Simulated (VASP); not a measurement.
Wanted: the native input for a VASP 6.6.1 run.

```yaml
Task: single point
Functional: PBE
Potentials_or_basis: VASP PAW PBE potentials, release 64 (In_d, As)
Cutoff: 520 eV
k_mesh: 6 × 6 × 6
Occupations: fermi-dirac, width 0.05 eV
Spin: no spin polarisation
Dipole_correction: no
Further_INCAR_settings: ALGO = Normal; EDIFF = 1e-06; NBANDS = 30
```

The structure of In3As lies in POSCAR:

```
In3As
1.0
    4.2079440469      0.0000000000      0.0000000000
    0.0000000000      4.2079440469      0.0000000000
    0.0000000000      0.0000000000      4.2079440469
In As
3 1
Direct
    0.5000000000      0.5000000000      0.0000000000
    0.5000000000      0.0000000000      0.5000000000
    0.0000000000      0.5000000000      0.5000000000
    0.0000000000      0.0000000000      0.0000000000
```

These files were run (other wordings do the same):

INCAR

```
PREC = Accurate
ENCUT = 520
EDIFF = 1E-6
ISMEAR = -1
SIGMA = 0.05
LREAL = False
LASPH = True
NELM = 80
ALGO = Normal
ISIF = 2
LWAVE = False
LCHARG = False
GGA = PE
NBANDS = 30
```

KPOINTS

```
regular mesh
0
Gamma
  6 6 6
```

Potentials or basis: VASP PAW PBE potentials, release 64 (In_d, As).

Run with:

```console
$ cat potpaw_PBE.64/In_d/POTCAR potpaw_PBE.64/As/POTCAR > POTCAR
$ mpirun -np 1 vasp_std > vasp.out
```

Results of the run:

- Pressure: 30.1 GPa
- Band gap on the k mesh: zero (band 22 reaches 11.88 eV, above the bottom of band 23 at 6.20 eV)

Caveat: spin-orbit coupling is left out, which moves the levels of the heavy elements.

Run time: 62 s on 1 thread of AMD EPYC 7R43 64-Core Processor (Zen 3), on a shared host, peak memory 0.16 GiB.
